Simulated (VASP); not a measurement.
The system is MgO.

```
CELL_PARAMETERS angstrom
0.00000 2.21195 2.21195
2.21195 0.00000 2.21195
2.21195 2.21195 0.00000
ATOMIC_POSITIONS crystal
Mg 0.00000 0.00000 0.00000
O 0.50000 0.50000 0.50000
```

Base run:

- Program: VASP 6.6.1
- Functional: PBE
- Dispersion: D3(BJ)
- Potentials or basis: VASP PAW PBE potentials, release 64 (Mg, O)
- Cutoff: 520 eV
- k mesh: 7 × 7 × 7
- Occupations: fermi-dirac, width 0.0666 eV
- Spin: no spin polarisation

Its results: band gap on the k mesh 3.42 eV, direct; pressure -18.3 GPa.

**Question.** The run is repeated on the same cell with these changes: dispersion from D3(BJ) to none; further incar settings from ALGO = Normal; EDIFF = 1e-06; NBANDS = 11 to ALGO = Normal; EDIFF = 1e-07; NBANDS = 11. What comes out?

**Answer.** Band gap on the k mesh 3.42 eV, direct; pressure -14.5 GPa.

Caveats: three body term missing (some runs).

